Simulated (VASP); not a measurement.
AlTl2:

```
CELL_PARAMETERS angstrom
5.63312 0.00000 0.00000
-2.81656 4.87842 0.00000
0.00000 0.00000 3.07339
ATOMIC_POSITIONS crystal
Al 0.00000 0.00000 0.00000
Tl 0.33333 0.66667 0.50000
Tl 0.66667 0.33333 0.50000
```

The cell was generated, and may not be a known phase.

```yaml
Program: VASP 6.6.1
Task: relaxation of cell and atoms
Functional: PBE
Potentials_or_basis: VASP PAW PBE potentials, release 64 (Al, Tl_d)
Cutoff: 600 eV
k_mesh: 6 × 6 × 6
Occupations: gaussian, width 0.1 eV
Spin: no spin polarisation
```

At the start: pressure -0.1 GPa; volume 28.15 Å³/atom.

**Question.** How do energy, volume and symmetry change on relaxing?

**Answer.** Over 7 steps the energy falls by 23.3 meV/atom and the volume is 27.73 Å³/atom (-1.5 %); space group P6/mmm (No. 191, to 0.1 Å) before and after.

Step by step:
| step | energy change (eV) | largest force (eV/Å) | pressure (GPa) | volume (Å³) |
| --- | --- | --- | --- | --- |
| 1 | 0.0000 | 0.0000 | -0.15 | 84.46 |
| 2 | -0.0643 | 0.0000 | -0.36 | 84.08 |
| 3 | -0.0687 | 0.0000 | -0.32 | 83.94 |
| 4 | -0.0642 | 0.0000 | -0.18 | 83.65 |
| 5 | -0.0693 | 0.0000 | -0.30 | 83.88 |
| 6 | -0.0694 | 0.0000 | -0.29 | 83.87 |
| 7 | -0.0700 | 0.0000 | -0.02 | 83.20 |

Final structure:
```
CELL_PARAMETERS angstrom
5.47292 0.00000 0.00000
-2.73646 4.73969 0.00000
0.00000 0.00000 3.20728
ATOMIC_POSITIONS crystal
Al 0.00000 0.00000 0.00000
Tl 0.33333 0.66667 0.50000
Tl 0.66667 0.33333 0.50000
```
